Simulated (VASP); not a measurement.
A run of VASP 6.6.1:

File INCAR:

```
SYSTEM = Ir
PREC     = Accurate       ! precision mode
ENCUT    = 520            ! plane-wave cutoff, eV
EDIFF    = 1E-6           ! SCF threshold, eV
ISMEAR   = -1             ! smearing method
SIGMA    = 0.1            ! smearing width, eV
LREAL    = .FALSE.        ! projectors in reciprocal space
LASPH    = .TRUE.         ! aspherical terms in the spheres
NELM     = 80             ! most SCF steps
ALGO     = Normal         ! electronic algorithm
ISIF     = 2              ! what is computed and relaxed
LWAVE    = .FALSE.        ! write WAVECAR
LCHARG   = .FALSE.        ! write CHGCAR
GGA      = PE             ! functional
NBANDS   = 16             ! bands
```

The input KPOINTS:

```
regular mesh
0
G
  11 11 11
  0 0 0
```

File POSCAR:

```
Ir
1.0
    0.0000000000      2.8574482172      2.8574482172
    2.8574482172      0.0000000000      2.8574482172
    2.8574482172      2.8574482172      0.0000000000
Ir
2
Direct
    0.1250000000      0.1250000000      0.1250000000
    0.8750000000      0.8750000000      0.8750000000
```

Potentials or basis: VASP PAW PBE potentials, release 64 (Ir).

Run with:

```console
$ cat potpaw_PBE.64/Ir/POTCAR > POTCAR
$ mpirun -np 1 vasp_std > vasp.out
```

Hardware: 1 thread of Intel(R) Xeon(R) 6975P-C (Granite Rapids), on a shared host.

Question: How long does it take, and how much memory?

Answer: It took 18 s on 1 thread of Intel(R) Xeon(R) 6975P-C (Granite Rapids) (shared host), peak memory 0.19 GiB. Counts: scf iterations 12, k points 56.
